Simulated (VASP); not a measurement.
# AlNi3 (P1) in VASP: a series of runs

The runs below take AlNi3 through single point, with PBE.

Program: VASP 6.6.1. These are calculated values, not measurements. Logs are shortened: lines on timing, memory, paths and dates and some standing lists are left out, and cuts for length are marked.

**1. The cell of the first run**

The typed cell holds 4 atoms: a = 3.967 Å, b = 3.965 Å, c = 3.981 Å, α = 59.99°, β = 59.81°, γ = 59.86°.

**2. Single point, PBE**

Contents of INCAR:

```
SYSTEM = AlNi3
PREC = Accurate ; ENCUT = 520
EDIFF = 1E-6 ; ISMEAR = 0
SIGMA = 0.1 ; LREAL = .FALSE.
LASPH = .TRUE. ; NELM = 100
ALGO = Fast ; ISIF = 2
LWAVE = .FALSE. ; LCHARG = .FALSE.
GGA = PE ; NBANDS = 24
```

Contents of KPOINTS:

```
Automatic mesh
0
G
  4 4 4
  0 0 0
```

Contents of POSCAR:

```
AlNi3
1.0
    0.0091803197      2.8086990902      2.8014686452
    2.8035150590      0.0061289969      2.8045199680
    2.8105818206      2.8188171747     -0.0009377647
Al Ni
1 3
Direct
    0.5179937806      0.4754529908      0.4812022906
    0.2347094222      0.2129657574      0.2359009799
    0.0527018359     -0.0376585175      0.0301498793
    0.7728995969      0.7206613382      0.8016672262
```

Potentials or basis: VASP PAW PBE potentials, release 64 (Al, Ni).

Command:

```bash
$ cat potpaw_PBE.64/Al/POTCAR potpaw_PBE.64/Ni/POTCAR > POTCAR
$ mpirun -np 1 vasp_std > vasp.out
```

OUTCAR:

```text
SYSTEM = AlNi3
   PREC = Accurate
   ENCUT = 520
   EDIFF = 1E-6
   ISMEAR = 0
   LREAL = .FALSE.
   LASPH = .TRUE.
   NELM = 100
   ISIF = 2
   GGA = PE

 ion  position               nearest neighbor table
   1  0.518  0.475  0.481-   4 2.21   2 2.32   2 2.39   4 2.42   2 2.45   4 2.46   2 2.57   3 2.58
                             4 2.67   3 2.71   3 2.76   3 2.88   3 2.91   3 3.05
   2  0.235  0.213  0.236-   3 2.08   1 2.32   1 2.39   1 2.45   3 2.46   4 2.53   1 2.57   3 2.61
                             4 2.61   3 2.66   4 2.70   4 2.95   4 3.03
   3  0.053  0.962  0.030-   2 2.08   4 2.33   4 2.44   2 2.46   4 2.46   4 2.51   1 2.58   2 2.61
                             2 2.66   1 2.71   1 2.76   1 2.88   1 2.91   1 3.05
   4  0.773  0.721  0.802-   1 2.21   3 2.33   1 2.42   3 2.44   3 2.46   1 2.46   3 2.51   2 2.53
                             2 2.61   1 2.67   2 2.70   2 2.95   2 3.03

  LATTYP: Found a triclinic cell.
 ALAT       =     3.9670015664
 B/A-ratio  =     0.9996175526
 C/A-ratio  =     0.9988661435
 COS(alpha) =     0.0003545688
 COS(beta)  =     0.4959977987
 COS(gamma) =     0.5021730876

  Lattice vectors:

 A1 = (  -0.0091803197,  -2.8086990902,  -2.8014686452)
 A2 = (  -2.8035150590,  -0.0061289969,  -2.8045199680)
 A3 = (   2.8014015009,   0.0101180845,  -2.8024064099)

Analysis of symmetry for initial positions (statically):
=====================================================================
 Subroutine PRICEL returns:
 Original cell was already a primitive cell.

 Routine SETGRP: Setting up the symmetry group for a
 triclinic supercell.

 Subroutine GETGRP returns: Found  1 space group operations
 (whereof  1 operations were pure point group operations)
 out of a pool of  2 trial point group operations.

The static configuration has the point symmetry C_1 .

Analysis of symmetry for dynamics (positions and initial velocities):
=====================================================================
 Subroutine PRICEL returns:
 Original cell was already a primitive cell.

 Routine SETGRP: Setting up the symmetry group for a
 triclinic supercell.

 Subroutine GETGRP returns: Found  1 space group operations
 (whereof  1 operations were pure point group operations)
 out of a pool of  2 trial point group operations.

The dynamic configuration has the point symmetry C_1 .

 Subroutine INISYM returns: Found  1 space group operations
 (whereof  1 operations are pure point group operations),
 and found     1 'primitive' translations

----------------------------------------------------------------------------------------

                                     Primitive cell

  volume of cell :      44.1645

  direct lattice vectors                    reciprocal lattice vectors
     0.009180320  2.808699090  2.801468645    -0.178999642  0.178536081  0.178545330
     2.803515059  0.006128997  2.804519968     0.178864398 -0.178282565  0.178156571
     2.810581821  2.818817175 -0.000937765     0.177968219  0.177251142 -0.178291814

  length of vectors
     3.967001566  3.965484397  3.980590574     0.309506767  0.309058101  0.308023741

  position of ions in fractional coordinates (direct lattice)
     0.517993781  0.475452991  0.481202291
     0.234709422  0.212965757  0.235900980
     0.052701836  0.962341483  0.030149879
     0.772899597  0.720661338  0.801667226

  ion indices of the primitive-cell ions
   primitive index   ion index
                 1           1
                 2           2
                 3           3
                 4           4

----------------------------------------------------------------------------------------

 KPOINTS: Automatic mesh

Automatic generation of k-mesh.
 Grid dimensions read from file:
 generate k-points for:    4    4    4

 Generating k-lattice:

  Cartesian coordinates                     Fractional coordinates (reciprocal lattice)
    -0.044749910  0.044634020  0.044636333     0.250000000  0.000000000  0.000000000
     0.044716100 -0.044570641  0.044539143     0.000000000  0.250000000  0.000000000
     0.044492055  0.044312786 -0.044572954    -0.000000000  0.000000000  0.250000000

  Length of vectors
     0.077376692  0.077264525  0.077005935

  Shift w.r.t. Gamma in fractional coordinates (k-lattice)
     0.000000000  0.000000000  0.000000000

 Subroutine IBZKPT returns following result:
 ===========================================

 Found     36 irreducible k-points:

 Following reciprocal coordinates:
            Coordinates               Weight
  0.000000  0.000000  0.000000      1.000000
  0.250000  0.000000 -0.000000      2.000000
  0.500000  0.000000 -0.000000      1.000000
 -0.000000  0.250000  0.000000      2.000000
  0.250000  0.250000 -0.000000      2.000000
  0.500000  0.250000 -0.000000      2.000000
[... 16 lines left out ...]
  0.000000 -0.250000  0.250000      2.000000
  0.250000 -0.250000  0.250000      2.000000
 [... further k-points ...]
   k-points           NKPTS =     36   k-points in BZ     NKDIM =     36   number of bands    NBANDS=     24
   number of dos      NEDOS =    301   number of ions     NIONS =      4
   total plane-waves  NPLWV =  27000
   dimension x,y,z NGX =    30 NGY =   30 NGZ =   30
   dimension x,y,z NGXF=    60 NGYF=   60 NGZF=   60
   ions per type =               1   3
   NGX,Y,Z   is equivalent  to a cutoff of  12.57, 12.58, 12.53 a.u.
   NGXF,Y,Z  is equivalent  to a cutoff of  25.14, 25.15, 25.06 a.u.
 SYSTEM =  AlNi3
   PREC   = accura    normal or accurate (medium, high low for compatibility)
   ISTART =      0    job   : 0-new  1-cont  2-samecut
   ICHARG =      2    charge: 1-file 2-atom 10-const
   ISPIN  =      1    spin polarized calculation?
   LNONCOLLINEAR =      F non collinear calculations
   LSORBIT =      F    spin-orbit coupling
   LASPH  =      T    aspherical Exc in radial PAW
   ENCUT  =  520.0 eV  38.22 Ry    6.18 a.u.   7.38  7.37  7.40*2*pi/ulx,y,z
   NELM   =    100;   NELMIN=  2; NELMDL= -5     # of ELM steps
   EDIFF  = 0.1E-05   stopping-criterion for ELM
   LREAL  =      F    real-space projection
   EDIFFG = 0.1E-04   stopping-criterion for IOM
   NSW    =      0    number of steps for IOM
   IBRION =     -1    ionic relax: 0-MD 1-quasi-New 2-CG
   NFREE  =      0    steps in history (QN), initial steepest desc. (CG)
   ISIF   =      2    stress and relaxation
   ISYM   =      2    0-nonsym 1-usesym 2-fastsym
   POTIM  = 0.5000    time-step for ionic-motion
   TEBEG  =    0.0;   TEEND  =   0.0 temperature during run
   PSTRESS=    0.0 pullay stress
   NELECT =      33.0000    total number of electrons
   NUPDOWN=      -1.0000    fix difference up-down
   EMIN   =  10.00;   EMAX   =-10.00  energy-range for DOS
   EFERMI =   0.00;   METHOD = LEGACY
   ISMEAR =     0;   SIGMA  =   0.10  broadening in eV -4-tet -1-fermi 0-gaus
   EFERMI_NEDOS =   21; number of points for ismear=-14 and -15
   IALGO  =     68    algorithm
   IMIX   =      4    mixing-type and parameters
     AMIX     =   0.40;   BMIX     =  1.00
     AMIX_MAG =   1.60;   BMIX_MAG =  1.00
  volume/ion in A,a.u.               =      11.04        74.51
  Fermi-wavevector in a.u.,A,eV,Ry     =   1.485553  2.807289 30.026276  2.206869
  Thomas-Fermi vector in A             =   2.598951
   LORBIT       =      0    0 simple, 1 ext, 2 COOP (PROOUT), +10 PAW based schemes
   GGA     = PE    functional components
   LHFCALC =     F    Hartree Fock is set to
   AEXX    =    0.0000 exact exchange contribution
   IVDW    =     0    specifies the selected vdW correction
   LEPSILON=     F    determine dielectric tensor
   LRPA    =     F    only Hartree local field effects (RPA)
 non-spin polarized calculation
 RMM-DIIS sequential band-by-band and
 Gauss-broadening in eV      SIGMA  =   0.10
  energy-cutoff  :      520.00
  volume of cell :       44.16
 maximum number of plane-waves:      1243
 NGX is ok and might be reduce to    30
   NGX = 15   NGY = 15   NGZ = 15

 number of electron      33.0000005 magnetization

 Free energy of the ion-electron system (eV)
  ---------------------------------------------------
  ext. energy  EPLUGINS =         0.00000000
  ---------------------------------------------------
  free energy    TOTEN  =       -20.91659806 eV

  energy without entropy =      -20.89518444  energy(sigma->0) =      -20.90589125

 E-fermi :   9.8687     XC(G=0): -12.7585

 val. band max:        9.8507156539   @ k =  -0.2500  -0.2500   0.2500
 cond. band min:       9.8798471165   @ k =  -0.2500   0.2500   0.5000
 fundamental gap:      0.0291314626
 Fermi energy:         9.8686618082

 k-point     1 :       0.0000    0.0000    0.0000
  band No.  band energies     occupation
      1      -0.2582      2.00000
      2       5.9689      2.00000
      3       6.1050      2.00000
      4       6.3987      2.00000
      5       6.5415      2.00000
      6       6.5996      2.00000
[... 16 lines left out ...]
     23      17.1436      0.00000
     24      18.3782      0.00000

 k-point     2 :       0.2500    0.0000   -0.0000
  band No.  band energies     occupation
      1       0.6574      2.00000
      2       5.6604      2.00000
      3       6.1165      2.00000
      4       6.1911      2.00000
      5       6.7888      2.00000
      6       6.8813      2.00000
[... 16 lines left out ...]
     23      17.9399      0.00000
     24      18.9453      0.00000

 k-point     3 :       0.5000    0.0000   -0.0000
  band No.  band energies     occupation
      1       2.9047      2.00000
      2       3.3962      2.00000
      3       6.1779      2.00000
      4       6.2867      2.00000
      5       6.9852      2.00000
      6       7.2013      2.00000
[... 16 lines left out ...]
     23      17.9638      0.00000
     24      21.8352      0.00000
[... 514 lines left out ...]
 k-point    23 :       0.0000   -0.2500    0.2500
  band No.  band energies     occupation
      1       2.0497      2.00000
      2       5.0872      2.00000
      3       5.7648      2.00000
      4       6.2772      2.00000
      5       6.4898      2.00000
      6       7.0745      2.00000
[... 16 lines left out ...]
     23      18.7640      0.00000
     24      19.2538      0.00000

 k-point    24 :       0.2500   -0.2500    0.2500
  band No.  band energies     occupation
      1       2.7901      2.00000
      2       4.4408      2.00000
      3       5.8188      2.00000
      4       6.2881      2.00000
      5       6.6260      2.00000
      6       7.0722      2.00000
[... 16 lines left out ...]
     23      19.0017      0.00000
     24      21.8366      0.00000

 [... further k-points ...]
[... 5 lines left out ...]
  --------------------------------------------------------------------------------------
  -------------------------------------------------------------------------------------
  Total        4.4721229      4.2920478      4.1888748      1.0953015      1.2874192      0.8376994
  in kB      162.2372996    155.7046312    151.9617785     39.7347648     46.7043114     30.3896127
  external PRESSURE =     156.6345698 kB  Pullay stress =       0.0000000 kB

 VOLUME and BASIS-vectors are now :
 -----------------------------------------------------------------------------
  energy-cutoff  :      520.00
  volume of cell :       44.16
      direct lattice vectors                 reciprocal lattice vectors
     0.009180320  2.808699090  2.801468645    -0.178999642  0.178536081  0.178545330
     2.803515059  0.006128997  2.804519968     0.178864398 -0.178282565  0.178156571
     2.810581821  2.818817175 -0.000937765     0.177968219  0.177251142 -0.178291814

 POSITION                                       TOTAL-FORCE (eV/Angst)
 -----------------------------------------------------------------------------------
      2.69015      2.81422      2.78411         1.032651      1.013554     -0.976468
      1.26223      1.32550      1.25458         1.853234      2.435113      2.362643
      2.78316      0.23891      2.84652        -1.570858     -2.511740     -2.153945
      4.28063      4.43501      4.18561        -1.315027     -0.936928      0.767770
 -----------------------------------------------------------------------------------
    total drift:                                0.000274     -0.000099     -0.000118

  FREE ENERGIE OF THE ION-ELECTRON SYSTEM (eV)
  ---------------------------------------------------
  free  energy   TOTEN  =       -20.9165980626 eV

  energy  without entropy=      -20.8951844367  energy(sigma->0) =      -20.90589125
```

It took 83 s on 1 thread of Intel Xeon 8259CL, shared host; peak memory 0.18 GiB.

What came out:

```
Free energy            : -20.9166 eV
Pressure               : 15.7 GPa
Largest force          : 3.866 eV/Å
Band gap on the k mesh : zero (an odd number of electrons rules out a gap without spin polarisation)
```

Forces in eV/Å, atoms in the order of the input:
```
Al   1.033  1.014 -0.976
Ni   1.853  2.435  2.363
Ni  -1.571 -2.512 -2.154
Ni  -1.315 -0.937  0.768
```

Stress tensor (GPa, compression positive):
```
16.22  3.97  3.04
 3.97 15.57  4.67
 3.04  4.67 15.20
```

Levels at points of the mesh, in eV from the Fermi level:
| k point | band 12 | band 13 | band 14 | band 15 | band 16 | band 17 | band 18 | band 19 | band 20 | band 21 |
| --- | --- | --- | --- | --- | --- | --- | --- | --- | --- | --- |
| (0.00, 0.00, 0.00) | -0.82 | -0.79 | -0.59 | -0.50 | -0.47 | 5.19 | 5.34 | 5.57 | 5.90 | 6.06 |
| (0.50, 0.00, 0.00) | -1.44 | -0.95 | -0.54 | -0.47 | -0.43 | -0.10 | 3.60 | 3.93 | 5.16 | 5.23 |
| (0.00, 0.50, 0.00) | -1.39 | -0.83 | -0.56 | -0.49 | -0.32 | -0.04 | 3.47 | 4.01 | 5.19 | 5.36 |
| (0.50, 0.50, 0.00) | -1.08 | -0.82 | -0.63 | -0.60 | -0.48 | -0.31 | -0.09 | 0.29 | 4.06 | 4.57 |
| (0.00, 0.00, 0.50) | -1.51 | -0.99 | -0.56 | -0.53 | -0.50 | -0.21 | 3.85 | 3.99 | 5.05 | 5.31 |
| (0.50, 0.00, 0.50) | -0.99 | -0.82 | -0.71 | -0.61 | -0.58 | -0.35 | -0.17 | 0.18 | 4.26 | 4.63 |
| (0.00, 0.50, 0.50) | -1.05 | -0.84 | -0.68 | -0.62 | -0.33 | -0.22 | -0.07 | 0.22 | 4.13 | 4.51 |
| (0.50, 0.50, 0.50) | -1.33 | -0.57 | -0.56 | -0.33 | -0.14 | 0.09 | 3.81 | 4.29 | 4.94 | 5.28 |

Caveat: the k points lie up to 0.49 Å⁻¹ apart, too coarse for converged energies and pressures of a metal; forces of over 1 eV/Å act on the atoms, so gaps and moduli don't describe the material at rest.

**3. Single point, PBE**

Contents of INCAR:

```
ALGO     = Normal         # electronic algorithm
EDIFF    = 1E-6           # SCF threshold, eV
ENCUT    = 520            # plane-wave cutoff, eV
GGA      = PE             # functional
ISIF     = 2              # what is computed and relaxed
ISMEAR   = 0              # smearing method
LASPH    = T              # aspherical terms in the spheres
LCHARG   = F              # write CHGCAR
LREAL    = F              # projectors in reciprocal space
LWAVE    = F              # write WAVECAR
NBANDS   = 24             # bands
NELM     = 100            # most SCF steps
PREC     = Accurate       # precision mode
SIGMA    = 0.1            # smearing width, eV
```

Contents of KPOINTS:

```
k-points
0
Gamma
  6 6 6
```

POSCAR is that of step 2.

Potentials or basis: VASP PAW PBE potentials, release 64 (Al, Ni).

Command:

```bash
$ cat potpaw_PBE.64/Al/POTCAR potpaw_PBE.64/Ni/POTCAR > POTCAR
$ mpirun -np 1 vasp_std > vasp.out
```

OUTCAR:

```text
EDIFF = 1E-6
   ENCUT = 520
   GGA = PE
   ISIF = 2
   ISMEAR = 0
   LASPH = T
   LREAL = F
   NELM = 100
   PREC = Accurate

 ion  position               nearest neighbor table
   1  0.518  0.475  0.481-   4 2.21   2 2.32   2 2.39   4 2.42   2 2.45   4 2.46   2 2.57   3 2.58
                             4 2.67   3 2.71   3 2.76   3 2.88   3 2.91   3 3.05
   2  0.235  0.213  0.236-   3 2.08   1 2.32   1 2.39   1 2.45   3 2.46   4 2.53   1 2.57   3 2.61
                             4 2.61   3 2.66   4 2.70   4 2.95   4 3.03
   3  0.053  0.962  0.030-   2 2.08   4 2.33   4 2.44   2 2.46   4 2.46   4 2.51   1 2.58   2 2.61
                             2 2.66   1 2.71   1 2.76   1 2.88   1 2.91   1 3.05
   4  0.773  0.721  0.802-   1 2.21   3 2.33   1 2.42   3 2.44   3 2.46   1 2.46   3 2.51   2 2.53
                             2 2.61   1 2.67   2 2.70   2 2.95   2 3.03

  LATTYP: Found a triclinic cell.
 ALAT       =     3.9670015664
 B/A-ratio  =     0.9996175526
 C/A-ratio  =     0.9988661435
 COS(alpha) =     0.0003545688
 COS(beta)  =     0.4959977987
 COS(gamma) =     0.5021730876

  Lattice vectors:
[... 177 lines left out ...]
  ---------------------------------------------------
  ext. energy  EPLUGINS =         0.00000000
  ---------------------------------------------------
  free energy    TOTEN  =       -20.89387385 eV

  energy without entropy =      -20.88309393  energy(sigma->0) =      -20.88848389

 E-fermi :   9.9317     XC(G=0): -12.7579

 val. band max:        9.9274125533   @ k =   0.1667   0.1667   0.5000
 cond. band min:       9.9380717087   @ k =  -0.1667   0.3333   0.3333
 fundamental gap:      0.0106591554
 Fermi energy:         9.9316789509

 k-point     1 :       0.0000    0.0000    0.0000
  band No.  band energies     occupation
      1      -0.2582      2.00000
      2       5.9785      2.00000
      3       6.1128      2.00000
      4       6.4007      2.00000
      5       6.5496      2.00000
      6       6.6100      2.00000
[... 637 lines left out ...]
     23      19.1855      0.00000
     24      19.8901      0.00000

 [... further k-points ...]
[... 5 lines left out ...]
  --------------------------------------------------------------------------------------
  -------------------------------------------------------------------------------------
  Total        4.5424735      4.3667483      4.2121280      1.1646272      1.3328478      0.8823772
  in kB      164.7894441    158.4145787    152.8053450     42.2497278     48.3523459     32.0104108
  external PRESSURE =     158.6697893 kB  Pullay stress =       0.0000000 kB

 VOLUME and BASIS-vectors are now :
 -----------------------------------------------------------------------------
  energy-cutoff  :      520.00
  volume of cell :       44.16
      direct lattice vectors                 reciprocal lattice vectors
     0.009180320  2.808699090  2.801468645    -0.178999642  0.178536081  0.178545330
     2.803515059  0.006128997  2.804519968     0.178864398 -0.178282565  0.178156571
     2.810581821  2.818817175 -0.000937765     0.177968219  0.177251142 -0.178291814

 POSITION                                       TOTAL-FORCE (eV/Angst)
 -----------------------------------------------------------------------------------
      2.69015      2.81422      2.78411         1.018182      0.988340     -0.981881
      1.26223      1.32550      1.25458         1.891522      2.450709      2.388535
      2.78316      0.23891      2.84652        -1.583126     -2.490800     -2.156815
      4.28063      4.43501      4.18561        -1.326578     -0.948249      0.750161
 -----------------------------------------------------------------------------------
    total drift:                                0.000210     -0.000226     -0.000161

  FREE ENERGIE OF THE ION-ELECTRON SYSTEM (eV)
  ---------------------------------------------------
  free  energy   TOTEN  =       -20.8938738457 eV

  energy  without entropy=      -20.8830939336  energy(sigma->0) =      -20.88848389
```

Run time: 3.4 min. Hardware: 1 thread of Intel Xeon 8259CL, shared host; peak memory 0.24 GiB.

What came out:

| Property | Result |
| --- | --- |
| Free energy | -20.8939 eV |
| Pressure | 15.9 GPa |
| Largest force | 3.910 eV/Å |
| Band gap on the k mesh | zero (an odd number of electrons rules out a gap without spin polarisation) |

Forces on the atoms (eV/Å):
```
Al   1.018  0.988 -0.982
Ni   1.892  2.451  2.389
Ni  -1.583 -2.491 -2.157
Ni  -1.327 -0.948  0.750
```

Caveat: the cell stands under pressure; forces of over 1 eV/Å act on the atoms, so gaps and moduli don't describe the material at rest. Spin polarisation is off, so any magnetic state and its effect on volume and gap are missing.

(Continued in part 2 of 2.)
